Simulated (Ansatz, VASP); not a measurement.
## Cu2Sn2S: VASP beside Ansatz

```
CELL_PARAMETERS angstrom
0.00000 -1.94468 3.26837
0.79624 -1.77420 -3.26837
9.08273 0.00000 0.00000
ATOMIC_POSITIONS crystal
Sn 0.60800 0.21600 0.17600
Sn 0.39200 0.78400 0.82400
Cu 0.21200 0.42400 0.36400
Cu 0.78800 0.57600 0.63600
S 0.00000 0.00000 0.00000
```

Alike in both runs: task single point; functional r2SCAN; k mesh 8 × 8 × 8; occupations methfessel-paxton of order 1, width 0.0103 eV; no spin polarisation.

|  | VASP | Ansatz |
| --- | --- | --- |
| version | VASP 6.6.1 | Ansatz 0.2.0 |
| potentials or method | VASP PAW PBE potentials, release 64 (Sn_d, Cu, S), cutoff 520 eV | PAW plane waves |
| valence electrons in the cell | 56 | 72 |

|  | VASP | Ansatz | Ansatz less VASP |
| --- | --- | --- | --- |
| pressure (GPa) | 0.4 | 0.3 | -0.12 |
| traceless stress, the component that is largest in VASP (GPa) | 1.38 | 1.41 | +0.030 |
| rms of the force components (eV/Å) | 0.876 | 0.879 | +0.0032 |

VASP's potentials were made for PBE, not for r2SCAN. Atom by atom the forces differ by 0.005 eV/Å (rms over components). The functional is the same, so the differences come from potentials, cutoffs and numerics. VASP's potentials hold 56 valence electrons a cell and Ansatz's 72, so a difference there can come from the potentials and not from the codes. Ansatz's warnings: structure snapped to symmetry.
